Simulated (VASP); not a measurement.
Here is a VASP 6.6.1 calculation.

The input INCAR:

```
SYSTEM = TePb
ALGO = Normal
EDIFF = 1E-8
ENCUT = 500
GGA = CA
GGA_COMPAT = .FALSE.
IBRION = 8
ISIF = 2
ISMEAR = 0
LASPH = .TRUE.
LCHARG = .FALSE.
LREAL = .FALSE.
LWAVE = .FALSE.
NBANDS = 17
NELM = 120
NSW = 1
PREC = Accurate
SIGMA = 0.01
```

File KPOINTS:

```
k-points
0
G
  6 6 6
  0 0 0
```

POSCAR

```
TePb
1.0
    3.0393846325      3.0393846325      0.0000000000
   -3.0393846325      3.0393846325      0.0000000000
    0.0000000000      3.0393846325      3.0393846325
Te Pb
1 1
Direct
    0.5000000000      0.5000000000      0.0000000000
    0.0000000000      0.0000000000      0.0000000000
```

Potentials or basis: VASP PAW LDA potentials, release 64 (Te, Pb_d).

Command:

```console
$ cat potpaw_LDA.64/Te/POTCAR potpaw_LDA.64/Pb_d/POTCAR > POTCAR
$ mpirun -np 1 vasp_std > vasp.out
```

Q: Predict the highest phonon frequency at Γ, LO-TO splitting left out.

A: 70 cm⁻¹.

Phonon frequencies in cm⁻¹ (negative: imaginary):
```tsv
q point	frequencies
(0.000, 0.000, 0.000)	0 0 0 70 70 70
```

Caveat: the cell wasn't relaxed at this level first, which shifts response properties.
